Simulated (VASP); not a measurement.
# InAs (Fm-3m) in VASP: notebook

The runs below take InAs through single point, with LDA, PBEsol.

Everything below comes from runs of VASP 6.6.1. Logs are shortened: lines on timing, memory, paths and dates and some standing lists are left out, and cuts for length are marked.

### Step 1. The cell of the first run

Symmetry: Fm-3m, No. 225, cubic system. The conventional cell has a = 5.637 Å, b = 5.637 Å, c = 5.637 Å, α = 90.00°, β = 90.00°, γ = 90.00°. Within 3.7 Å of In (site symmetry m-3m) lie 6 As at 2.82 Å. Within 3.7 Å of As (site symmetry m-3m) lie 6 In at 2.82 Å.

### Step 2. Single point, LDA

File INCAR:

```
ALGO = Normal
EDIFF = 1E-6
ENCUT = 520
GGA = CA
ISIF = 2
ISMEAR = -1
LASPH = True
LCHARG = False
LREAL = False
LWAVE = False
NBANDS = 16
NELM = 80
PREC = Accurate
SIGMA = 0.05
```

File KPOINTS:

```
k-points
0
Gamma
  8 8 8
```

File POSCAR:

```
InAs
1.0
    0.0000000000      2.8185670290      2.8185670290
    2.8185670290      0.0000000000      2.8185670290
    2.8185670290      2.8185670290      0.0000000000
In As
1 1
Direct
    0.5000000000      0.5000000000      0.5000000000
    0.0000000000      0.0000000000      0.0000000000
```

Potentials or basis: VASP PAW LDA potentials, release 64 (In_d, As).

Command:

```bash
> cat potpaw_LDA.64/In_d/POTCAR potpaw_LDA.64/As/POTCAR > POTCAR
> mpirun -np 1 vasp_std > vasp.out
```

OUTCAR:

```text
EDIFF = 1E-6
   ENCUT = 520
   GGA = CA
   ISIF = 2
   ISMEAR = -1
   LASPH = True
   LREAL = False
   NELM = 80
   PREC = Accurate

 ion  position               nearest neighbor table
   1  0.500  0.500  0.500-   2 2.82   2 2.82   2 2.82   2 2.82   2 2.82   2 2.82
   2  0.000  0.000  0.000-   1 2.82   1 2.82   1 2.82   1 2.82   1 2.82   1 2.82

  LATTYP: Found a face centered cubic cell.
 ALAT       =     5.6371340580

  Lattice vectors:

 A1 = (   0.0000000000,   2.8185670290,   2.8185670290)
 A2 = (   2.8185670290,   0.0000000000,   2.8185670290)
 A3 = (   2.8185670290,   2.8185670290,   0.0000000000)

Analysis of symmetry for initial positions (statically):
=====================================================================
 Subroutine PRICEL returns:
 Original cell was already a primitive cell.

 Routine SETGRP: Setting up the symmetry group for a
 face centered cubic supercell.

 Subroutine GETGRP returns: Found 48 space group operations
 (whereof 48 operations were pure point group operations)
 out of a pool of 48 trial point group operations.

The static configuration has the point symmetry O_h .

Analysis of symmetry for dynamics (positions and initial velocities):
=====================================================================
 Subroutine PRICEL returns:
 Original cell was already a primitive cell.

 Routine SETGRP: Setting up the symmetry group for a
 face centered cubic supercell.

 Subroutine GETGRP returns: Found 48 space group operations
 (whereof 48 operations were pure point group operations)
 out of a pool of 48 trial point group operations.

The dynamic configuration has the point symmetry O_h .

 Subroutine INISYM returns: Found 48 space group operations
 (whereof 48 operations are pure point group operations),
 and found     1 'primitive' translations

----------------------------------------------------------------------------------------

                                     Primitive cell

  volume of cell :      44.7832

  direct lattice vectors                    reciprocal lattice vectors
     0.000000000  2.818567029  2.818567029    -0.177395107  0.177395107  0.177395107
     2.818567029  0.000000000  2.818567029     0.177395107 -0.177395107  0.177395107
     2.818567029  2.818567029  0.000000000     0.177395107  0.177395107 -0.177395107

  length of vectors
     3.986055719  3.986055719  3.986055719     0.307257339  0.307257339  0.307257339

  position of ions in fractional coordinates (direct lattice)
     0.500000000  0.500000000  0.500000000
     0.000000000  0.000000000  0.000000000

  ion indices of the primitive-cell ions
   primitive index   ion index
                 1           1
                 2           2

----------------------------------------------------------------------------------------

 KPOINTS: k-points

Automatic generation of k-mesh.
 Grid dimensions read from file:
 generate k-points for:    8    8    8

 Generating k-lattice:

  Cartesian coordinates                     Fractional coordinates (reciprocal lattice)
    -0.022174388  0.022174388  0.022174388     0.125000000  0.000000000  0.000000000
     0.022174388 -0.022174388  0.022174388     0.000000000  0.125000000  0.000000000
     0.022174388  0.022174388 -0.022174388     0.000000000  0.000000000  0.125000000

  Length of vectors
     0.038407167  0.038407167  0.038407167

  Shift w.r.t. Gamma in fractional coordinates (k-lattice)
     0.000000000  0.000000000  0.000000000

 Subroutine IBZKPT returns following result:
 ===========================================

 Found     29 irreducible k-points:

 Following reciprocal coordinates:
            Coordinates               Weight
  0.000000  0.000000  0.000000      1.000000
  0.125000  0.000000  0.000000      8.000000
  0.250000  0.000000  0.000000      8.000000
  0.375000  0.000000  0.000000      8.000000
  0.500000  0.000000  0.000000      4.000000
  0.125000  0.125000  0.000000      6.000000
[... 16 lines left out ...]
  0.500000  0.250000  0.125000     48.000000
 -0.375000  0.250000  0.125000     24.000000
 [... further k-points ...]
   k-points           NKPTS =     29   k-points in BZ     NKDIM =     29   number of bands    NBANDS=     16
   number of dos      NEDOS =    301   number of ions     NIONS =      2
   total plane-waves  NPLWV =  27000
   dimension x,y,z NGX =    30 NGY =   30 NGZ =   30
   dimension x,y,z NGXF=    60 NGYF=   60 NGZF=   60
   ions per type =               1   1
   NGX,Y,Z   is equivalent  to a cutoff of  12.51, 12.51, 12.51 a.u.
   NGXF,Y,Z  is equivalent  to a cutoff of  25.02, 25.02, 25.02 a.u.
 SYSTEM =  unknown system
   PREC   = accura    normal or accurate (medium, high low for compatibility)
   ISTART =      0    job   : 0-new  1-cont  2-samecut
   ICHARG =      2    charge: 1-file 2-atom 10-const
   ISPIN  =      1    spin polarized calculation?
   LNONCOLLINEAR =      F non collinear calculations
   LSORBIT =      F    spin-orbit coupling
   LASPH  =      T    aspherical Exc in radial PAW
   ENCUT  =  520.0 eV  38.22 Ry    6.18 a.u.   7.41  7.41  7.41*2*pi/ulx,y,z
   NELM   =     80;   NELMIN=  2; NELMDL= -5     # of ELM steps
   EDIFF  = 0.1E-05   stopping-criterion for ELM
   LREAL  =      F    real-space projection
   EDIFFG = 0.1E-04   stopping-criterion for IOM
   NSW    =      0    number of steps for IOM
   IBRION =     -1    ionic relax: 0-MD 1-quasi-New 2-CG
   NFREE  =      0    steps in history (QN), initial steepest desc. (CG)
   ISIF   =      2    stress and relaxation
   ISYM   =      2    0-nonsym 1-usesym 2-fastsym
   POTIM  = 0.5000    time-step for ionic-motion
   TEBEG  =    0.0;   TEEND  =   0.0 temperature during run
   PSTRESS=    0.0 pullay stress
   NELECT =      18.0000    total number of electrons
   NUPDOWN=      -1.0000    fix difference up-down
   EMIN   =  10.00;   EMAX   =-10.00  energy-range for DOS
   EFERMI =   0.00;   METHOD = LEGACY
   ISMEAR =    -1;   SIGMA  =   0.05  broadening in eV -4-tet -1-fermi 0-gaus
   EFERMI_NEDOS =   21; number of points for ismear=-14 and -15
   IALGO  =     38    algorithm
   IMIX   =      4    mixing-type and parameters
     AMIX     =   0.40;   BMIX     =  1.00
     AMIX_MAG =   1.60;   BMIX_MAG =  1.00
  volume/ion in A,a.u.               =      22.39       151.11
  Fermi-wavevector in a.u.,A,eV,Ry     =   1.208168  2.283106 19.860012  1.459670
  Thomas-Fermi vector in A             =   2.343784
   LORBIT       =      0    0 simple, 1 ext, 2 COOP (PROOUT), +10 PAW based schemes
   GGA     = CA    functional components
   LHFCALC =     F    Hartree Fock is set to
   AEXX    =    0.0000 exact exchange contribution
   IVDW    =     0    specifies the selected vdW correction
   LEPSILON=     F    determine dielectric tensor
   LRPA    =     F    only Hartree local field effects (RPA)
 non-spin polarized calculation
  energy-cutoff  :      520.00
  volume of cell :       44.78
 maximum number of plane-waves:      1243
 NGX is ok and might be reduce to    30
   NGX = 15   NGY = 15   NGZ = 15

 number of electron      17.9999995 magnetization

 Free energy of the ion-electron system (eV)
  ---------------------------------------------------
  ext. energy  EPLUGINS =         0.00000000
  ---------------------------------------------------
  free energy    TOTEN  =        -8.75912465 eV

  energy without entropy =       -8.74961423  energy(sigma->0) =       -8.75436944

 E-fermi :   6.4709     XC(G=0): -10.6171

 val. band max:        6.3818278424   @ k =  -0.2500   0.2500   0.0000
 cond. band min:       6.5201840112   @ k =  -0.3750   0.1250   0.0000
 fundamental gap:      0.1383561688
 Fermi energy:         6.4709425524

 k-point     1 :       0.0000    0.0000    0.0000
  band No.  band energies     occupation
      1      -7.8416      2.00000
      2      -7.8416      2.00000
      3      -7.8142      2.00000
      4      -7.8142      2.00000
      5      -7.8142      2.00000
      6      -6.0889      2.00000
[... 8 lines left out ...]
     15      14.1593      0.00000
     16      14.1593      0.00000

 k-point     2 :       0.1250    0.0000    0.0000
  band No.  band energies     occupation
      1      -7.8495      2.00000
      2      -7.8495      2.00000
      3      -7.8149      2.00000
      4      -7.8056      2.00000
      5      -7.8056      2.00000
      6      -5.9067      2.00000
[... 8 lines left out ...]
     15      14.3157      0.00000
     16      14.3157      0.00000

 k-point     3 :       0.2500    0.0000    0.0000
  band No.  band energies     occupation
      1      -7.8722      2.00000
      2      -7.8722      2.00000
      3      -7.8184      2.00000
      4      -7.7813      2.00000
      5      -7.7813      2.00000
      6      -5.3858      2.00000
[... 8 lines left out ...]
     15      15.3792      0.00000
     16      15.3792      0.00000

 k-point     4 :       0.3750    0.0000    0.0000
  band No.  band energies     occupation
      1      -7.8957      2.00000
      2      -7.8957      2.00000
      3      -7.8234      2.00000
      4      -7.7558      2.00000
      5      -7.7558      2.00000
      6      -4.6617      2.00000
[... 8 lines left out ...]
     15      17.0302      0.00000
     16      17.0302      0.00000
[... 324 lines left out ...]
 k-point    22 :       0.3750    0.2500    0.1250
  band No.  band energies     occupation
      1      -7.9583      2.00000
      2      -7.8501      2.00000
      3      -7.8250      2.00000
      4      -7.7683      2.00000
      5      -7.7660      2.00000
      6      -4.8715      2.00000
[... 8 lines left out ...]
     15      17.1645      0.00000
     16      18.2913      0.00000

 k-point    23 :       0.5000    0.2500    0.1250
  band No.  band energies     occupation
      1      -7.9912      2.00000
      2      -7.8684      2.00000
      3      -7.8141      2.00000
      4      -7.7682      2.00000
      5      -7.7463      2.00000
      6      -4.1566      2.00000
[... 8 lines left out ...]
     15      17.7317      0.00000
     16      18.6626      0.00000

 k-point    24 :      -0.3750    0.2500    0.1250
  band No.  band energies     occupation
      1      -8.0022      2.00000
      2      -7.8778      2.00000
      3      -7.8041      2.00000
      4      -7.7744      2.00000
      5      -7.7373      2.00000
      6      -3.7484      2.00000
[... 8 lines left out ...]
     15      16.3545      0.00000
     16      19.6072      0.00000

 [... further k-points ...]
[... 5 lines left out ...]
  --------------------------------------------------------------------------------------
  -------------------------------------------------------------------------------------
  Total       -0.3146747     -0.3146747     -0.3146747      0.0000000      0.0000000      0.0000000
  in kB      -11.2578998    -11.2578998    -11.2578998      0.0000000      0.0000000      0.0000000
  external PRESSURE =     -11.2578998 kB  Pullay stress =       0.0000000 kB

 VOLUME and BASIS-vectors are now :
 -----------------------------------------------------------------------------
  energy-cutoff  :      520.00
  volume of cell :       44.78
      direct lattice vectors                 reciprocal lattice vectors
     0.000000000  2.818567029  2.818567029    -0.177395107  0.177395107  0.177395107
     2.818567029  0.000000000  2.818567029     0.177395107 -0.177395107  0.177395107
     2.818567029  2.818567029  0.000000000     0.177395107  0.177395107 -0.177395107

 POSITION                                       TOTAL-FORCE (eV/Angst)
 -----------------------------------------------------------------------------------
      2.81857      2.81857      2.81857         0.000000      0.000000     -0.000000
      0.00000      0.00000      0.00000         0.000000      0.000000      0.000000
 -----------------------------------------------------------------------------------
    total drift:                                0.000000      0.000000      0.000000

  FREE ENERGIE OF THE ION-ELECTRON SYSTEM (eV)
  ---------------------------------------------------
  free  energy   TOTEN  =        -8.7591246507 eV

  energy  without entropy=       -8.7496142322  energy(sigma->0) =       -8.75436944
```

Run time: 36 s. Hardware: 1 thread of AMD EPYC 7R13, shared host; peak memory 0.13 GiB.

What came out:

```
Free energy            : -8.7591 eV
Pressure               : -1.1 GPa
Band gap on the k mesh : zero (band 9 reaches 6.85 eV, above the bottom of band 10 at 4.04 eV)
```

Caveat: spin-orbit coupling is left out, which moves the levels of the heavy elements.

### Step 3. Single point, PBEsol

File INCAR:

```
SYSTEM = InAs
PREC     = Accurate       ! precision mode
ENCUT    = 520            ! plane-wave cutoff, eV
EDIFF    = 1E-7           ! SCF threshold, eV
ISMEAR   = -1             ! smearing method
SIGMA    = 0.05           ! smearing width, eV
LREAL    = .FALSE.        ! projectors in reciprocal space
LASPH    = .TRUE.         ! aspherical terms in the spheres
NELM     = 60             ! most SCF steps
ALGO     = Normal         ! electronic algorithm
ISIF     = 2              ! what is computed and relaxed
LWAVE    = .FALSE.        ! write WAVECAR
LCHARG   = .FALSE.        ! write CHGCAR
GGA      = PS             ! functional
NBANDS   = 16             ! bands
```

File KPOINTS:

```
regular mesh
0
G
  8 8 8
  0 0 0
```

POSCAR is that of step 2.

Potentials or basis: VASP PAW PBE potentials, release 64 (In_d, As).

Command:

```bash
> cat potpaw_PBE.64/In_d/POTCAR potpaw_PBE.64/As/POTCAR > POTCAR
> mpirun -np 1 vasp_std > vasp.out
```

It took 56 s on 1 thread of AMD EPYC 7R13, shared host; peak memory 0.14 GiB.

The run converged. Its results:

- Free energy: -8.2110 eV
- Pressure: 0.8 GPa
- Band gap on the k mesh: zero (band 9 reaches 6.86 eV, above the bottom of band 10 at 4.04 eV)

Levels at points of the mesh, in eV from the Fermi level:
```csv
k point,band 6,band 7,band 8,band 9,band 10,band 11,band 12,band 13
"(0.00, 0.00, 0.00)",-12.56,-0.28,-0.24,-0.24,-0.24,7.19,7.19,7.19
"(0.50, 0.00, 0.00)",-10.69,-6.88,0.20,0.20,2.10,3.25,3.25,4.77
"(0.50, 0.50, 0.00)",-9.62,-5.12,-2.93,-2.45,-2.45,3.70,9.65,9.65
```

Caveat: the PAW data sets were made with another functional, which shifts forces and pressure a little; spin-orbit coupling is left out, which moves the levels of the heavy elements.

### Step 4. Single point, LDA

This run uses another cell than the first one, of 22.87 Å³/atom, 1.021 times its volume.

File INCAR:

```
PREC = Accurate
ENCUT = 520
EDIFF = 1E-7
ISMEAR = -1
SIGMA = 0.05
LREAL = F
LASPH = T
NELM = 80
ALGO = Normal
ISIF = 2
LWAVE = F
LCHARG = T
GGA = CA
LELF = T
LVHAR = T
NBANDS = 16
```

File KPOINTS:

```
Automatic mesh
0
Gamma
  8 8 8
```

File POSCAR:

```
InAs
1.0
    0.0000000000      2.8384167465      2.8384167465
    2.8384167465      0.0000000000      2.8384167465
    2.8384167465      2.8384167465      0.0000000000
In As
1 1
Direct
    0.5000000000      0.5000000000      0.5000000000
    0.0000000000      0.0000000000      0.0000000000
```

Potentials or basis: VASP PAW LDA potentials, release 64 (In_d, As).

Command:

```bash
> cat potpaw_LDA.64/In_d/POTCAR potpaw_LDA.64/As/POTCAR > POTCAR
> mpirun -np 1 vasp_std > vasp.out
```

Run time: 50 s. Hardware: 1 thread of AMD EPYC 7R13, shared host; peak memory 0.13 GiB.

It converged, with:

```yaml
Free_energy: -8.7482 eV
Pressure: -2.6 GPa
Band_gap_on_the_k_mesh: zero (band 9 reaches 6.59 eV, above the bottom of band 10 at 3.86 eV)
```

Levels at points of the mesh, in eV from the Fermi level:
```tsv
k point	band 6	band 7	band 8	band 9	band 10	band 11	band 12	band 13
(0.00, 0.00, 0.00)	-12.41	-0.54	-0.23	-0.23	-0.23	7.27	7.27	7.27
(0.50, 0.00, 0.00)	-10.62	-6.76	0.21	0.21	2.09	3.23	3.23	4.57
(0.50, 0.50, 0.00)	-9.62	-4.94	-3.02	-2.36	-2.36	3.84	9.38	9.38
```

Caveat: spin-orbit coupling is left out, which moves the levels of the heavy elements.

[end of part 1 of 2]
